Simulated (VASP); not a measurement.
Here is a VASP 6.6.1 calculation.

The input POSCAR:

```
CsI
1.0
    4.6044430339      0.0000000000      0.0000000000
    0.0000000000      4.6044430339      0.0000000000
    0.0000000000      0.0000000000      4.6044430339
Cs I
1 1
Direct
    0.0000000000      0.0000000000      0.0000000000
    0.5000000000      0.5000000000      0.5000000000
```

INCAR.step1

```
SYSTEM = CsI
ALGO     = Normal         ! electronic algorithm
EDIFF    = 1E-5           ! SCF threshold, eV
ENCUT    = 550            ! plane-wave cutoff, eV
GGA      = PE             ! functional
GGA_COMPAT= .FALSE.      
ISMEAR   = -1             ! smearing method
LASPH    = .TRUE.         ! aspherical terms in the spheres
LCHARG   = .FALSE.        ! write CHGCAR
LREAL    = .FALSE.        ! projectors in reciprocal space
LWAVE    = .TRUE.         ! write WAVECAR
NBANDS   = 15             ! bands
NELM     = 120            ! most SCF steps
PREC     = Accurate       ! precision mode
SIGMA    = 0.15           ! smearing width, eV
```

INCAR.step2

```
SYSTEM = CsI
ALGO     = Normal         ! electronic algorithm
EDIFF    = 1E-6           ! SCF threshold, eV
ENCUT    = 550            ! plane-wave cutoff, eV
GGA_COMPAT= .FALSE.      
ISIF     = 2              ! what is computed and relaxed
ISMEAR   = -1             ! smearing method
ISTART   = 1            
LASPH    = .TRUE.         ! aspherical terms in the spheres
LCHARG   = .TRUE.         ! write CHGCAR
LELF     = .TRUE.         ! ELF
LMIXTAU  = .TRUE.       
LREAL    = .FALSE.        ! projectors in reciprocal space
LVHAR    = .TRUE.       
LWAVE    = .FALSE.        ! write WAVECAR
METAGGA  = R2SCAN         ! meta-GGA
NBANDS   = 15             ! bands
NELM     = 120            ! most SCF steps
PREC     = Accurate       ! precision mode
SIGMA    = 0.15           ! smearing width, eV
```

File KPOINTS:

```
k-points
0
G
  4 4 4
  0 0 0
```

Potentials or basis: VASP PAW PBE potentials, release 64 (Cs_sv, I).

Launch:

```sh
$ cat potpaw_PBE.64/Cs_sv/POTCAR potpaw_PBE.64/I/POTCAR > POTCAR
$ cp INCAR.step1 INCAR
$ mpirun -np 1 vasp_std > vasp.out
$ cp INCAR.step2 INCAR
$ mpirun -np 1 vasp_std > vasp.out
```

(1) Estimate the pressure.

(2) What does it give for the band gap on the k mesh?

## Answers

(1) 0.1 GPa.

(2) 4.51 eV, indirect (least direct gap 4.60 eV).

Caveat: the PAW data sets were made with another functional, which shifts forces and pressure a little; spin-orbit coupling is left out, which moves the levels of the heavy elements.
